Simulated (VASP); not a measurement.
# MgCd2Se3 (P-3m1) in VASP: single point with PBE

Aim: the single point of MgCd2Se3 with PBE.

Program: VASP 6.6.1. These are calculated values, not measurements. Logs are shortened: lines on timing, memory, paths and dates and some standing lists are left out, and cuts for length are marked.

### 1 The cell of the first run

It takes space group P-3m1 (No. 164, trigonal). Conventional cell: a = 4.007 Å, b = 4.007 Å, c = 9.813 Å, α = 90.00°, β = 90.00°, γ = 120.00°. Mg (site symmetry -3m) has 6 Se at 2.78 Å within 3.7 Å. Cd (site symmetry 3m) has 6 Se at 2.85 to 2.86 Å within 3.8 Å. Se (site symmetry 3m) has 3 Mg at 2.78 Å and 3 Cd at 2.86 Å within 3.7 Å. Within 3.8 Å of Se (site symmetry -3m) lie 6 Cd at 2.85 Å.

### 2 Single point, PBE

INCAR reads:

```
  ALGO = Normal
  EDIFF = 1E-7
  ENCUT = 520
  GGA = PE
  ISIF = 2
  ISMEAR = 0
  LASPH = True
  LCHARG = False
  LREAL = False
  LWAVE = False
  NBANDS = 31
  NELM = 80
  PREC = Accurate
  SIGMA = 0.01
```

KPOINTS reads:

```
k-points
0
Gamma
  12 12 4
```

POSCAR reads:

```
MgCd2Se3
1.0
    4.0071976107      0.0000000000      0.0000000000
   -2.0035988054      3.4703349289      0.0000000000
    0.0000000000      0.0000000000      9.8126231883
Mg Cd Se
1 2 3
Direct
    0.0000000000      0.0000000000      0.5000000000
    0.3333333333      0.6666666667      0.1704272849
    0.6666666667      0.3333333333      0.8295727151
    0.6666666667      0.3333333333      0.3423753646
    0.3333333333      0.6666666667      0.6576246354
    0.0000000000      0.0000000000      0.0000000000
```

Potentials or basis: VASP PAW PBE potentials, release 64 (Mg, Cd, Se).

Command:

```bash
$ cat potpaw_PBE.64/Mg/POTCAR potpaw_PBE.64/Cd/POTCAR potpaw_PBE.64/Se/POTCAR > POTCAR
$ mpirun -np 1 vasp_std > vasp.out
```

OUTCAR:

```text
EDIFF = 1E-7
   ENCUT = 520
   GGA = PE
   ISIF = 2
   ISMEAR = 0
   LASPH = True
   LREAL = False
   NELM = 80
   PREC = Accurate

 ion  position               nearest neighbor table
   1  0.000  0.000  0.500-   4 2.78   5 2.78   4 2.78   5 2.78   4 2.78   5 2.78
   2  0.333  0.667  0.170-   6 2.85   6 2.85   6 2.85   4 2.86   4 2.86   4 2.86
   3  0.667  0.333  0.830-   6 2.85   6 2.85   6 2.85   5 2.86   5 2.86   5 2.86
   4  0.667  0.333  0.342-   1 2.78   1 2.78   1 2.78   2 2.86   2 2.86   2 2.86
   5  0.333  0.667  0.658-   1 2.78   1 2.78   1 2.78   3 2.86   3 2.86   3 2.86
   6  0.000  0.000  0.000-   2 2.85   3 2.85   3 2.85   2 2.85   3 2.85   2 2.85

  LATTYP: Found a hexagonal cell.
 ALAT       =     4.0071976107
 C/A-ratio  =     2.4487495107

  Lattice vectors:

 A1 = (   4.0071976107,   0.0000000000,   0.0000000000)
 A2 = (  -2.0035988054,   3.4703349289,   0.0000000000)
 A3 = (   0.0000000000,   0.0000000000,   9.8126231883)

Analysis of symmetry for initial positions (statically):
=====================================================================
 Subroutine PRICEL returns:
 Original cell was already a primitive cell.

 Routine SETGRP: Setting up the symmetry group for a
 hexagonal supercell.

 Subroutine GETGRP returns: Found 12 space group operations
 (whereof 12 operations were pure point group operations)
 out of a pool of 24 trial point group operations.

The static configuration has the point symmetry D_3d.

Analysis of symmetry for dynamics (positions and initial velocities):
=====================================================================
 Subroutine PRICEL returns:
 Original cell was already a primitive cell.

 Routine SETGRP: Setting up the symmetry group for a
 hexagonal supercell.

 Subroutine GETGRP returns: Found 12 space group operations
 (whereof 12 operations were pure point group operations)
 out of a pool of 24 trial point group operations.

The dynamic configuration has the point symmetry D_3d.

 Subroutine INISYM returns: Found 12 space group operations
 (whereof 12 operations are pure point group operations),
 and found     1 'primitive' translations

----------------------------------------------------------------------------------------

                                     Primitive cell

  volume of cell :     136.4575

  direct lattice vectors                    reciprocal lattice vectors
     4.007197611  0.000000000  0.000000000     0.249550957  0.144078312  0.000000000
    -2.003598805  3.470334929  0.000000000     0.000000000  0.288156625  0.000000000
     0.000000000  0.000000000  9.812623188     0.000000000  0.000000000  0.101909549

  length of vectors
     4.007197611  4.007197611  9.812623188     0.288156625  0.288156625  0.101909549

  position of ions in fractional coordinates (direct lattice)
     0.000000000  0.000000000  0.500000000
     0.333333333  0.666666667  0.170427285
     0.666666667  0.333333333  0.829572715
     0.666666667  0.333333333  0.342375365
     0.333333333  0.666666667  0.657624635
     0.000000000  0.000000000  0.000000000

  ion indices of the primitive-cell ions
   primitive index   ion index
                 1           1
                 2           2
                 3           3
                 4           4
                 5           5
                 6           6

----------------------------------------------------------------------------------------

 KPOINTS: k-points

Automatic generation of k-mesh.
 Grid dimensions read from file:
 generate k-points for:   12   12    4

 Generating k-lattice:

  Cartesian coordinates                     Fractional coordinates (reciprocal lattice)
     0.020795913  0.012006526  0.000000000     0.083333333  0.000000000  0.000000000
     0.000000000  0.024013052  0.000000000     0.000000000  0.083333333  0.000000000
     0.000000000  0.000000000  0.025477387     0.000000000  0.000000000  0.250000000

  Length of vectors
     0.024013052  0.024013052  0.025477387

  Shift w.r.t. Gamma in fractional coordinates (k-lattice)
     0.000000000  0.000000000  0.000000000

 Subroutine IBZKPT returns following result:
 ===========================================

 Found     69 irreducible k-points:

 Following reciprocal coordinates:
            Coordinates               Weight
  0.000000  0.000000  0.000000      1.000000
  0.083333  0.000000  0.000000      6.000000
  0.166667  0.000000  0.000000      6.000000
  0.250000  0.000000  0.000000      6.000000
  0.333333  0.000000  0.000000      6.000000
  0.416667  0.000000  0.000000      6.000000
[... 16 lines left out ...]
  0.166667  0.000000  0.250000      6.000000
  0.000000  0.166667  0.250000      6.000000
 [... further k-points ...]
   k-points           NKPTS =     69   k-points in BZ     NKDIM =     69   number of bands    NBANDS=     31
   number of dos      NEDOS =    301   number of ions     NIONS =      6
   total plane-waves  NPLWV =  72000
   dimension x,y,z NGX =    30 NGY =   30 NGZ =   80
   dimension x,y,z NGXF=    60 NGYF=   60 NGZF=  160
   ions per type =               1   2   3
   NGX,Y,Z   is equivalent  to a cutoff of  12.45, 12.45, 13.55 a.u.
   NGXF,Y,Z  is equivalent  to a cutoff of  24.89, 24.89, 27.11 a.u.
 SYSTEM =  unknown system
   PREC   = accura    normal or accurate (medium, high low for compatibility)
   ISTART =      0    job   : 0-new  1-cont  2-samecut
   ICHARG =      2    charge: 1-file 2-atom 10-const
   ISPIN  =      1    spin polarized calculation?
   LNONCOLLINEAR =      F non collinear calculations
   LSORBIT =      F    spin-orbit coupling
   LASPH  =      T    aspherical Exc in radial PAW
   ENCUT  =  520.0 eV  38.22 Ry    6.18 a.u.   7.45  7.45 18.24*2*pi/ulx,y,z
   NELM   =     80;   NELMIN=  2; NELMDL= -5     # of ELM steps
   EDIFF  = 0.1E-06   stopping-criterion for ELM
   LREAL  =      F    real-space projection
   EDIFFG = 0.1E-05   stopping-criterion for IOM
   NSW    =      0    number of steps for IOM
   IBRION =     -1    ionic relax: 0-MD 1-quasi-New 2-CG
   NFREE  =      0    steps in history (QN), initial steepest desc. (CG)
   ISIF   =      2    stress and relaxation
   ISYM   =      2    0-nonsym 1-usesym 2-fastsym
   POTIM  = 0.5000    time-step for ionic-motion
   TEBEG  =    0.0;   TEEND  =   0.0 temperature during run
   PSTRESS=    0.0 pullay stress
   NELECT =      44.0000    total number of electrons
   NUPDOWN=      -1.0000    fix difference up-down
   EMIN   =  10.00;   EMAX   =-10.00  energy-range for DOS
   EFERMI =   0.00;   METHOD = LEGACY
   ISMEAR =     0;   SIGMA  =   0.01  broadening in eV -4-tet -1-fermi 0-gaus
   EFERMI_NEDOS =   21; number of points for ismear=-14 and -15
   IALGO  =     38    algorithm
   IMIX   =      4    mixing-type and parameters
     AMIX     =   0.40;   BMIX     =  1.00
     AMIX_MAG =   1.60;   BMIX_MAG =  1.00
  volume/ion in A,a.u.               =      22.74       153.48
  Fermi-wavevector in a.u.,A,eV,Ry     =   1.122604  2.121414 17.146606  1.260240
  Thomas-Fermi vector in A             =   2.259265
   LORBIT       =      0    0 simple, 1 ext, 2 COOP (PROOUT), +10 PAW based schemes
   GGA     = PE    functional components
   LHFCALC =     F    Hartree Fock is set to
   AEXX    =    0.0000 exact exchange contribution
   IVDW    =     0    specifies the selected vdW correction
   LEPSILON=     F    determine dielectric tensor
   LRPA    =     F    only Hartree local field effects (RPA)
 non-spin polarized calculation
 Gauss-broadening in eV      SIGMA  =   0.01
  energy-cutoff  :      520.00
  volume of cell :      136.46
 maximum number of plane-waves:      3715
 NGX is ok and might be reduce to    30
   NGX = 15   NGY = 15   NGZ = 37

 number of electron      44.0000004 magnetization

 Free energy of the ion-electron system (eV)
  ---------------------------------------------------
  ext. energy  EPLUGINS =         0.00000000
  ---------------------------------------------------
  free energy    TOTEN  =       -17.82035068 eV

  energy without entropy =      -17.82035068  energy(sigma->0) =      -17.82035068

 E-fermi :   2.5441     XC(G=0):  -9.8161

 val. band max:        2.4921920885   @ k =   0.1667   0.1667   0.0000
 cond. band min:       2.6615222327   @ k =   0.5000   0.0000   0.0000
 fundamental gap:      0.1693301442
 Fermi energy:         2.5440646440

 k-point     1 :       0.0000    0.0000    0.0000
  band No.  band energies     occupation
      1     -10.3485      2.00000
      2      -9.7269      2.00000
      3      -9.6089      2.00000
      4      -5.5275      2.00000
      5      -5.5275      2.00000
      6      -5.4343      2.00000
[... 23 lines left out ...]
     30       8.6949      0.00000
     31       9.6314      0.00000

 k-point     2 :       0.0833    0.0000    0.0000
  band No.  band energies     occupation
      1     -10.3021      2.00000
      2      -9.7099      2.00000
      3      -9.5832      2.00000
      4      -5.5193      2.00000
      5      -5.5128      2.00000
      6      -5.4411      2.00000
[... 23 lines left out ...]
     30       9.2922      0.00000
     31      10.0810      0.00000

 k-point     3 :       0.1667    0.0000    0.0000
  band No.  band energies     occupation
      1     -10.1694      2.00000
      2      -9.6634      2.00000
      3      -9.5127      2.00000
      4      -5.5014      2.00000
      5      -5.4702      2.00000
      6      -5.4470      2.00000
[... 23 lines left out ...]
     30       9.6954      0.00000
     31       9.8054      0.00000

 k-point     4 :       0.2500    0.0000    0.0000
  band No.  band energies     occupation
      1      -9.9718      2.00000
      2      -9.5997      2.00000
      3      -9.4162      2.00000
      4      -5.4915      2.00000
      5      -5.4730      2.00000
      6      -5.4062      2.00000
[... 635 lines left out ...]
     30       9.3130      0.00000
     31       9.8207      0.00000

 k-point    23 :       0.1667    0.0000    0.2500
  band No.  band energies     occupation
      1     -10.1210      2.00000
      2      -9.8169      2.00000
      3      -9.4036      2.00000
      4      -5.5022      2.00000
      5      -5.4694      2.00000
      6      -5.4499      2.00000
[... 23 lines left out ...]
     30       9.4842      0.00000
     31       9.9803      0.00000

 k-point    24 :       0.0000    0.1667    0.2500
  band No.  band energies     occupation
      1     -10.1266      2.00000
      2      -9.8034      2.00000
      3      -9.4125      2.00000
      4      -5.5014      2.00000
      5      -5.4593      2.00000
      6      -5.4418      2.00000
[... 23 lines left out ...]
     30       9.2462      0.00000
     31       9.2727      0.00000

 [... further k-points ...]
[... 5 lines left out ...]
  --------------------------------------------------------------------------------------
  -------------------------------------------------------------------------------------
  Total        0.1624837      0.1624837      0.1841927     -0.0000000      0.0000000      0.0000000
  in kB        1.9077569      1.9077569      2.1626475     -0.0000000      0.0000000      0.0000000
  external PRESSURE =       1.9927204 kB  Pullay stress =       0.0000000 kB

 VOLUME and BASIS-vectors are now :
 -----------------------------------------------------------------------------
  energy-cutoff  :      520.00
  volume of cell :      136.46
      direct lattice vectors                 reciprocal lattice vectors
     4.007197611  0.000000000  0.000000000     0.249550957  0.144078312  0.000000000
    -2.003598805  3.470334929  0.000000000     0.000000000  0.288156625  0.000000000
     0.000000000  0.000000000  9.812623188     0.000000000  0.000000000  0.101909549

 POSITION                                       TOTAL-FORCE (eV/Angst)
 -----------------------------------------------------------------------------------
      0.00000      0.00000      4.90631        -0.000000      0.000000      0.000000
     -0.00000      2.31356      1.67234         0.000000     -0.000000     -0.000034
      2.00360      1.15678      8.14028        -0.000000      0.000000      0.000034
      2.00360      1.15678      3.35960         0.000000      0.000000      0.032210
     -0.00000      2.31356      6.45302         0.000000      0.000000     -0.032210
      0.00000      0.00000      0.00000        -0.000000      0.000000      0.000000
 -----------------------------------------------------------------------------------
    total drift:                                0.000000     -0.000000      0.000000

  FREE ENERGIE OF THE ION-ELECTRON SYSTEM (eV)
  ---------------------------------------------------
  free  energy   TOTEN  =       -17.8203506821 eV

  energy  without entropy=      -17.8203506821  energy(sigma->0) =      -17.82035068
```

Wall time 3.2 min (1 thread of Intel Xeon Platinum 8559C (Emerald Rapids), shared host); peak memory 0.44 GiB.

What came out:

```yaml
Free_energy: -17.8204 eV
Pressure: 0.2 GPa
Largest_force: 0.032 eV/Å
Band_gap_on_the_k_mesh: 0.17 eV (least direct gap 0.75 eV)
```

Forces in eV/Å, atoms in the order of the input:
```
Mg   0.000  0.000  0.000
Cd   0.000  0.000  0.000
Cd   0.000  0.000  0.000
Se   0.000  0.000  0.032
Se   0.000  0.000 -0.032
Se   0.000  0.000  0.000
```

Levels at points of the mesh, in eV from the valence-band top:
| k point | band 20 | band 21 | band 22 | band 23 | band 24 | band 25 |
| --- | --- | --- | --- | --- | --- | --- |
| (0.00, 0.00, 0.00) | -0.40 | -0.01 | -0.01 | 0.78 | 3.35 | 3.42 |
| (0.50, 0.00, 0.00) | -1.17 | -0.90 | -0.58 | 0.17 | 3.27 | 3.58 |
| (0.00, 0.00, 0.50) | -0.25 | -0.08 | -0.08 | 2.36 | 2.69 | 3.29 |
| (0.50, 0.00, 0.50) | -1.56 | -0.17 | -0.14 | 1.17 | 1.85 | 3.25 |
